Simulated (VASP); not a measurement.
Set up this calculation in VASP 6.6.1, as the native input.

- Task: relaxation of cell and atoms
- Functional: PBE
- Potentials or basis: VASP PAW PBE potentials, release 64 (Ga_d, Sn_d, O)
- Cutoff: 600 eV
- k mesh: 6 × 6 × 2
- Occupations: gaussian, width 0.1 eV
- Spin: no spin polarisation
- Dipole correction: no
- Further INCAR settings: ALGO = Normal; EDIFF = 1e-06; IBRION = 2; EDIFFG = -0.04; NSW = 90; ISIF = 3

The structure of Ga2SnO3 lies in POSCAR:

```
Ga2SnO3
1.0
    3.1751069600      0.0000000000      0.0000000000
    0.0000000000      3.1751069600      0.0000000000
    0.0000000000      0.0000000000     11.0838796600
Ga Sn O
2 1 3
Direct
    0.0000000000      0.0000000000      0.0241090300
    0.5000000000      0.5000000000      0.4912769800
    0.5000000000      0.5000000000      0.1515834800
    0.0000000000      0.0000000000      0.6514509300
    0.0000000000      0.0000000000      0.3293667700
    0.5000000000      0.5000000000      0.8522117700
```

The cell was built from a structure type or drawn by symmetry, and may not be a known phase.

These files were run (other wordings do the same):

INCAR

```
SYSTEM = Ga2SnO3
PREC = Accurate
ENCUT = 600
EDIFF = 1E-6
ISMEAR = 0
SIGMA = 0.1
LREAL = .FALSE.
LASPH = .TRUE.
NELM = 80
ALGO = Normal
ISIF = 3
LWAVE = .FALSE.
LCHARG = .FALSE.
GGA = PE
IBRION = 2
NSW = 90
EDIFFG = -0.04
```

KPOINTS

```
regular mesh
0
G
  6 6 2
  0 0 0
```

Potentials or basis: VASP PAW PBE potentials, release 64 (Ga_d, Sn_d, O).

Command:

```sh
$ cat potpaw_PBE.64/Ga_d/POTCAR potpaw_PBE.64/Sn_d/POTCAR potpaw_PBE.64/O/POTCAR > POTCAR
$ mpirun -np 1 vasp_std > vasp.out
```

It gave:

```
Relaxed volume                        : 14.01 Å³/atom
Relaxed cell                          : a = 3.153 Å, b = 3.153 Å, c = 8.459 Å, α = 90.00°, β = 90.00°, γ = 90.00°
Space group after relaxing (to 0.1 Å) : P4mm (No. 99)
Pressure after relaxing               : 0.2 GPa
Largest force after relaxing          : 0.037 eV/Å
Band gap on the k mesh                : zero (bands 29 and 30 overlap by 0.20 eV)
```

Caveat: the volume moved by over 15 % at a fixed basis, so the end points are rough; spin-orbit coupling is left out, which moves the levels of the heavy elements.

Run time: 29 min on 1 thread of Intel(R) Xeon(R) 6975P-C (Granite Rapids) (shared host), peak memory 0.34 GiB.
